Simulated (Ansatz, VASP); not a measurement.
Two plane-wave programs on As

INCAR

```
SYSTEM = As
ALGO = Normal ; EDIFF = 1E-8
ENCUT = 520 ; GGA = PE
ISIF = 2 ; ISMEAR = -1
LASPH = .True. ; LCHARG = .False.
LEFG = .True. ; LREAL = .False.
LWAVE = .False. ; NBANDS = 12
NELM = 60 ; PREC = Accurate
SIGMA = 0.05
```

File KPOINTS:

```
k-points
0
Gamma
  13 13 13
  0 0 0
```

Contents of POSCAR:

```
As
1.0
    1.9166166498      1.1065591387      3.5541357880
   -1.9166166498      1.1065591387      3.5541357880
    0.0000000000     -2.2131182774      3.5541357880
As
2
Direct
    0.2275400000      0.2275400000      0.2275400000
    0.7724600000      0.7724600000      0.7724600000
```

Input for Ansatz:

```yaml
crystal:
  lattice:
    - [1.9166166498, 1.1065591387, 3.554135788]
    - [-1.9166166498, 1.1065591387, 3.554135788]
    - [0.0, -2.2131182774, 3.554135788]
  atoms:
    - { symbol: As, position: [0.22754, 0.22754, 0.22754] }
    - { symbol: As, position: [0.77246, 0.77246, 0.77246] }
kpoints:
  mp_grid: { grid: [13, 13, 13] }
scf:
  occupations: { method: fermi_dirac, width: 0.05 }
hamiltonian:
  xc: pbe
  pseudopotentials: { kind: paw }
output:
  forces: true
  stress: true
  eigenvalues: true
  efg: { contact_densities: true }
```

Change from the starting cell: volume scaled by 1.06, PAW files.

Alike in both runs: task electric field gradients; functional PBE; k mesh 13 × 13 × 13; occupations fermi-dirac, width 0.05 eV; no spin polarisation.

```csv
,VASP,Ansatz
version,VASP 6.6.1,Ansatz 0.2.0
potentials or method,"VASP PAW PBE potentials, release 64 (As)","PAW with Ansatz's default frozen-core files, scalar-relativistic"
plane-wave cutoff (eV),520,420
valence electrons in the cell,10,30
```

```tsv
	VASP	Ansatz	Ansatz less VASP
pressure (GPa)	-0.6	-0.8	-0.21
traceless stress, the component that is largest in VASP (GPa)	0.24	0.30	+0.061
rms of the force components (eV/Å)	0.055	0.080	+0.0253
size of Vzz on the site where it differs most (V/Å²)	48.0	50.9	+2.89
```

Atom by atom the forces differ by 0.025 eV/Å (rms over components). With one functional, cell and mesh, what is left measures potentials, basis and numerics. VASP's potentials hold 10 valence electrons a cell and Ansatz's 30, so a difference there can come from the potentials and not from the codes.
